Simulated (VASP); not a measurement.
Crystal: Ir.

```
Ir
1.0
     0.00000    1.94081    1.94081
     1.94081    0.00000    1.94081
     1.94081    1.94081    0.00000
Ir
1
Direct
  0.00000 0.00000 0.00000
```

This cell differs from its parent crystal: volume scaled by 1.04.

Base run:

```yaml
Program: VASP 6.6.1
Functional: LDA
Potentials_or_basis: VASP PAW LDA potentials, release 64 (Ir)
Cutoff: 520 eV
k_mesh: 12 × 12 × 12
Occupations: fermi-dirac, width 0.05 eV
Spin: no spin polarisation
```

Its results: pressure -17.8 GPa.

Question: The run is repeated on the same cell with these changes: functional from LDA to PBE; potentials or basis from VASP PAW LDA potentials, release 64 (Ir) to VASP PAW PBE potentials, release 64 (Ir). What comes out?

Answer: Pressure -2.8 GPa.
